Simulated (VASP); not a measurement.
# Ni (Fm-3m) in VASP: a series of runs

The runs below take Ni through single point, with PBE.

All numbers are computed with VASP 6.6.1; they aren't measurements. Logs are shortened: lines on timing, memory, paths and dates and some standing lists are left out, and cuts for length are marked.

**1. The cell of the first run**

The structure is cubic, space group Fm-3m (No. 225). The conventional cell has a = 3.372 Å, b = 3.372 Å, c = 3.372 Å, α = 90.00°, β = 90.00°, γ = 90.00°. Within 3.1 Å of Ni (site symmetry m-3m) lie 12 Ni at 2.38 Å.

**2. Single point, PBE, collinear spin, ferromagnetic start (9.58 Å³/atom)**

INCAR

```
SYSTEM = Ni
ALGO     = Normal         ! electronic algorithm
EDIFF    = 1E-6           ! SCF threshold, eV
ENCUT    = 520            ! plane-wave cutoff, eV
GGA      = PE             ! functional
ISIF     = 2              ! what is computed and relaxed
ISMEAR   = 0              ! smearing method
ISPIN    = 2              ! spin polarisation
LASPH    = .True.         ! aspherical terms in the spheres
LCHARG   = .True.         ! write CHGCAR
LELF     = .True.         ! ELF
LMAXMIX  = 4              ! l up to which the mixer works
LORBIT   = 11             ! projections on sites
LREAL    = .False.        ! projectors in reciprocal space
LVHAR    = .True.       
LWAVE    = .False.        ! write WAVECAR
MAGMOM   = 1              ! initial moments
NBANDS   = 15             ! bands
NELM     = 150            ! most SCF steps
NUPDOWN  = 1.0            ! fixed moment
PREC     = Accurate       ! precision mode
SIGMA    = 0.15           ! smearing width, eV
```

KPOINTS

```
k-points
0
Gamma
  24 24 24
  0 0 0
```

POSCAR

```
Ni
1.0
    0.0000000000      1.6857517331      1.6857517331
    1.6857517331      0.0000000000      1.6857517331
    1.6857517331      1.6857517331      0.0000000000
Ni
1
Direct
    0.0000000000      0.0000000000      0.0000000000
```

Potentials or basis: VASP PAW PBE potentials, release 64 (Ni).

On the command line:

```bash
$ cat potpaw_PBE.64/Ni/POTCAR > POTCAR
$ mpirun -np 1 vasp_std > vasp.out
```

OUTCAR:

```text
SYSTEM = Ni
   EDIFF = 1E-6
   ENCUT = 520
   GGA = PE
   ISIF = 2
   ISMEAR = 0
   ISPIN = 2
   LASPH = .True.
   LORBIT = 11
   LREAL = .False.
   NELM = 150
   NUPDOWN = 1.0
   PREC = Accurate

 ion  position               nearest neighbor table
   1  0.000  0.000  0.000-

  LATTYP: Found a face centered cubic cell.
 ALAT       =     3.3715034662

  Lattice vectors:

 A1 = (   0.0000000000,   1.6857517331,   1.6857517331)
 A2 = (   1.6857517331,   0.0000000000,   1.6857517331)
 A3 = (   1.6857517331,   1.6857517331,   0.0000000000)

Analysis of symmetry for initial positions (statically):
=====================================================================
 Subroutine PRICEL returns:
 Original cell was already a primitive cell.

 Routine SETGRP: Setting up the symmetry group for a
 face centered cubic supercell.

 Subroutine GETGRP returns: Found 48 space group operations
 (whereof 48 operations were pure point group operations)
 out of a pool of 48 trial point group operations.

The static configuration has the point symmetry O_h .

Analysis of symmetry for dynamics (positions and initial velocities):
=====================================================================
 Subroutine PRICEL returns:
 Original cell was already a primitive cell.

 Routine SETGRP: Setting up the symmetry group for a
 face centered cubic supercell.

 Subroutine GETGRP returns: Found 48 space group operations
 (whereof 48 operations were pure point group operations)
 out of a pool of 48 trial point group operations.

The dynamic configuration has the point symmetry O_h .

Analysis of structural, dynamic, and magnetic symmetry:
=====================================================================
 Subroutine PRICEL returns:
 Original cell was already a primitive cell.

 Routine SETGRP: Setting up the symmetry group for a
 face centered cubic supercell.

 Subroutine GETGRP returns: Found 48 space group operations
 (whereof 48 operations were pure point group operations)
 out of a pool of 48 trial point group operations.

The overall configuration has the point symmetry O_h .

 Subroutine INISYM returns: Found 48 space group operations
 (whereof 48 operations are pure point group operations),
 and found     1 'primitive' translations

----------------------------------------------------------------------------------------

                                     Primitive cell

  volume of cell :       9.5810

  direct lattice vectors                    reciprocal lattice vectors
     0.000000000  1.685751733  1.685751733    -0.296603581  0.296603581  0.296603581
     1.685751733  0.000000000  1.685751733     0.296603581 -0.296603581  0.296603581
     1.685751733  1.685751733  0.000000000     0.296603581  0.296603581 -0.296603581

  length of vectors
     2.384012964  2.384012964  2.384012964     0.513732471  0.513732471  0.513732471

  position of ions in fractional coordinates (direct lattice)
     0.000000000  0.000000000  0.000000000

  ion indices of the primitive-cell ions
   primitive index   ion index
                 1           1

----------------------------------------------------------------------------------------

 KPOINTS: k-points

Automatic generation of k-mesh.
 Grid dimensions read from file:
 generate k-points for:   24   24   24

 Generating k-lattice:

  Cartesian coordinates                     Fractional coordinates (reciprocal lattice)
    -0.012358483  0.012358483  0.012358483     0.041666667  0.000000000  0.000000000
     0.012358483 -0.012358483  0.012358483     0.000000000  0.041666667  0.000000000
     0.012358483  0.012358483 -0.012358483     0.000000000  0.000000000  0.041666667

  Length of vectors
     0.021405520  0.021405520  0.021405520

  Shift w.r.t. Gamma in fractional coordinates (k-lattice)
     0.000000000  0.000000000  0.000000000

 Subroutine IBZKPT returns following result:
 ===========================================

 Found    413 irreducible k-points:

 Following reciprocal coordinates:
            Coordinates               Weight
  0.000000  0.000000  0.000000      1.000000
  0.041667  0.000000  0.000000      8.000000
  0.083333  0.000000  0.000000      8.000000
  0.125000  0.000000  0.000000      8.000000
  0.166667  0.000000  0.000000      8.000000
  0.208333  0.000000  0.000000      8.000000
[... 16 lines left out ...]
  0.416667  0.041667  0.000000     24.000000
  0.458333  0.041667  0.000000     24.000000
 [... further k-points ...]
   k-points           NKPTS =    413   k-points in BZ     NKDIM =    413   number of bands    NBANDS=     15
   number of dos      NEDOS =    301   number of ions     NIONS =      1
   total plane-waves  NPLWV =   5832
   dimension x,y,z NGX =    18 NGY =   18 NGZ =   18
   dimension x,y,z NGXF=    36 NGYF=   36 NGZF=   36
   ions per type =               1
   NGX,Y,Z   is equivalent  to a cutoff of  12.55, 12.55, 12.55 a.u.
   NGXF,Y,Z  is equivalent  to a cutoff of  25.10, 25.10, 25.10 a.u.
 SYSTEM =  Ni
   PREC   = accura    normal or accurate (medium, high low for compatibility)
   ISTART =      0    job   : 0-new  1-cont  2-samecut
   ICHARG =      2    charge: 1-file 2-atom 10-const
   ISPIN  =      2    spin polarized calculation?
   LNONCOLLINEAR =      F non collinear calculations
   LSORBIT =      F    spin-orbit coupling
   LASPH  =      T    aspherical Exc in radial PAW
   ENCUT  =  520.0 eV  38.22 Ry    6.18 a.u.   4.43  4.43  4.43*2*pi/ulx,y,z
   NELM   =    150;   NELMIN=  2; NELMDL= -5     # of ELM steps
   EDIFF  = 0.1E-05   stopping-criterion for ELM
   LREAL  =      F    real-space projection
   EDIFFG = 0.1E-04   stopping-criterion for IOM
   NSW    =      0    number of steps for IOM
   IBRION =     -1    ionic relax: 0-MD 1-quasi-New 2-CG
   NFREE  =      0    steps in history (QN), initial steepest desc. (CG)
   ISIF   =      2    stress and relaxation
   ISYM   =      2    0-nonsym 1-usesym 2-fastsym
   POTIM  = 0.5000    time-step for ionic-motion
   TEBEG  =    0.0;   TEEND  =   0.0 temperature during run
   PSTRESS=    0.0 pullay stress
   NELECT =      10.0000    total number of electrons
   NUPDOWN=       1.0000    fix difference up-down
   EMIN   =  10.00;   EMAX   =-10.00  energy-range for DOS
   EFERMI =   0.00;   METHOD = LEGACY
   ISMEAR =     0;   SIGMA  =   0.15  broadening in eV -4-tet -1-fermi 0-gaus
   EFERMI_NEDOS =   21; number of points for ismear=-14 and -15
   IALGO  =     38    algorithm
   IMIX   =      4    mixing-type and parameters
     AMIX     =   0.40;   BMIX     =  1.00
     AMIX_MAG =   1.60;   BMIX_MAG =  1.00
  volume/ion in A,a.u.               =       9.58        64.66
  Fermi-wavevector in a.u.,A,eV,Ry     =   1.660624  3.138124 37.520390  2.757671
  Thomas-Fermi vector in A             =   2.747828
   LORBIT       =     11    0 simple, 1 ext, 2 COOP (PROOUT), +10 PAW based schemes
   GGA     = PE    functional components
   LHFCALC =     F    Hartree Fock is set to
   AEXX    =    0.0000 exact exchange contribution
   IVDW    =     0    specifies the selected vdW correction
   LEPSILON=     F    determine dielectric tensor
   LRPA    =     F    only Hartree local field effects (RPA)
 spin polarized calculation
 Gauss-broadening in eV      SIGMA  =   0.15
  energy-cutoff  :      520.00
  volume of cell :        9.58
 maximum number of plane-waves:       273
 NGX is ok and might be reduce to    18
   NGX =  9   NGY =  9   NGZ =  9

 number of electron      10.0000003 magnetization       1.0000001

 Free energy of the ion-electron system (eV)
  ---------------------------------------------------
  ext. energy  EPLUGINS =         0.00000000
  ---------------------------------------------------
  free energy    TOTEN  =        -5.22563997 eV

  energy without entropy =       -5.21256786  energy(sigma->0) =       -5.21910392

 E-fermi :  11.1666     XC(G=0): -14.0427

 val. band max:       12.4895996772   @ k =  -0.4583   0.1250   0.0417
 cond. band min:      11.1717175679   @ k =   0.3333   0.1250   0.0000
 fundamental gap:     -1.3178821093
 Fermi energy:        12.4966750734

 spin component 1

 k-point     1 :       0.0000    0.0000    0.0000
  band No.  band energies     occupation
      1       1.2960      1.00000
      2       8.2096      1.00000
      3       8.2096      1.00000
      4       8.2096      1.00000
      5       9.5909      1.00000
      6       9.5909      1.00000
      7      36.0409      0.00000
      8      40.8938      0.00000
      9      40.8938      0.00000
     10      40.8938      0.00000
     11      44.3131      0.00000
     12      44.3131      0.00000
     13      44.3131      0.00000
     14      46.9415      0.00000
     15      54.7946      0.00000
[... 397 lines left out ...]
 k-point    24 :       0.4583    0.0417    0.0000
  band No.  band energies     occupation
      1       5.5111      1.00000
      2       8.1999      1.00000
      3       8.2703      1.00000
      4       9.6508      1.00000
      5      10.3703      1.00000
      6      10.8805      1.00000
      7      18.5279      0.00000
      8      34.3175      0.00000
      9      37.1496      0.00000
     10      37.9685      0.00000
     11      41.5943      0.00000
     12      42.2096      0.00000
     13      48.3224      0.00000
     14      55.9153      0.00000
     15      58.9348      0.00000

 [... further k-points ...]

 spin component 2

 k-point     1 :       0.0000    0.0000    0.0000
  band No.  band energies     occupation
      1       1.4224      1.00000
      2       9.2946      1.00000
      3       9.2946      1.00000
      4       9.2946      1.00000
      5      10.5337      1.00000
      6      10.5337      1.00000
      7      36.0272      0.00000
      8      41.0286      0.00000
      9      41.0286      0.00000
     10      41.0286      0.00000
     11      44.6195      0.00000
     12      44.6195      0.00000
     13      44.6195      0.00000
     14      47.0034      0.00000
     15      55.2333      0.00000
[... 397 lines left out ...]
 k-point    24 :       0.4583    0.0417    0.0000
  band No.  band energies     occupation
      1       6.1666      1.00000
      2       9.1335      1.00000
      3       9.2220      1.00000
      4      10.1601      1.00000
      5      11.4922      0.00107
      6      11.7113      0.00000
      7      19.1561      0.00000
      8      34.3576      0.00000
      9      37.4139      0.00000
     10      38.2303      0.00000
     11      41.8263      0.00000
     12      42.4472      0.00000
     13      48.6951      0.00000
     14      57.7369      0.00000
     15      59.4497      0.00000

 [... further k-points ...]

------------------------ aborting loop because EDIFF is reached ----------------------------------------

  FORCE on cell =-STRESS in cart. coord.  units (eV):
  Direction    XX          YY          ZZ          XY          YZ          ZX
  --------------------------------------------------------------------------------------
  -------------------------------------------------------------------------------------
  Total        2.3495936      2.3495936      2.3495936      0.0000000     -0.0000000     -0.0000000
  in kB      392.9094646    392.9094646    392.9094646      0.0000000     -0.0000000     -0.0000000
  external PRESSURE =     392.9094646 kB  Pullay stress =       0.0000000 kB

 VOLUME and BASIS-vectors are now :
 -----------------------------------------------------------------------------
  energy-cutoff  :      520.00
  volume of cell :        9.58
      direct lattice vectors                 reciprocal lattice vectors
     0.000000000  1.685751733  1.685751733    -0.296603581  0.296603581  0.296603581
     1.685751733  0.000000000  1.685751733     0.296603581 -0.296603581  0.296603581
     1.685751733  1.685751733  0.000000000     0.296603581  0.296603581 -0.296603581

 POSITION                                       TOTAL-FORCE (eV/Angst)
 -----------------------------------------------------------------------------------
      0.00000      0.00000      0.00000         0.000000     -0.000000     -0.000000
 -----------------------------------------------------------------------------------
    total drift:                                0.000000     -0.000000      0.000000

  FREE ENERGIE OF THE ION-ELECTRON SYSTEM (eV)
  ---------------------------------------------------
  free  energy   TOTEN  =        -5.2256399698 eV

  energy  without entropy=       -5.2125678613  energy(sigma->0) =       -5.21910392

 total charge

# of ion       s       p       d       tot
------------------------------------------
    1        0.571   0.654   8.334   9.559

 magnetization (x)

# of ion       s       p       d       tot
------------------------------------------
    1        0.010   0.013   0.963   0.987
```

It took 50 s on 1 thread of Intel Xeon 6975P-C (Granite Rapids), shared host; peak memory 0.19 GiB.

Results:

* Free energy: -5.2256 eV
* Pressure: 39.3 GPa
* Net moment: 1.00 μB per cell
* Site moments: Ni +0.99 μB
* Valence electrons inside the program's atomic spheres: Ni 9.56

Caveat: the cell stands under pressure; the total moment is fixed, so each spin has its own Fermi level.

**3. Single point, PBE, collinear spin, ferromagnetic start (9.58 Å³/atom)**

INCAR

```
ALGO = Normal ; EDIFF = 1E-6
ENCUT = 520 ; GGA = PE
ISIF = 2 ; ISMEAR = 0
ISPIN = 2 ; LASPH = True
LCHARG = True ; LELF = True
LMAXMIX = 4 ; LORBIT = 11
LREAL = False ; LVHAR = True
LWAVE = False ; MAGMOM = 0.75
NBANDS = 15 ; NELM = 150
NUPDOWN = 0.75 ; PREC = Accurate
SIGMA = 0.15
```

KPOINTS

```
k-points
0
Gamma
  24 24 24
```

POSCAR is that of step 2.

Potentials or basis: VASP PAW PBE potentials, release 64 (Ni).

On the command line:

```bash
$ cat potpaw_PBE.64/Ni/POTCAR > POTCAR
$ mpirun -np 1 vasp_std > vasp.out
```

Wall time 53 s (1 thread of Intel Xeon 6975P-C (Granite Rapids), shared host); peak memory 0.2 GiB.

It converged, with:

* Free energy: -5.3378 eV
* Pressure: 35.7 GPa
* Net moment: 0.75 μB per cell
* Site moments: Ni +0.75 μB
* Valence electrons inside the program's atomic spheres: Ni 9.56

Caveat: the cell stands under pressure; the total moment is fixed, so each spin has its own Fermi level.
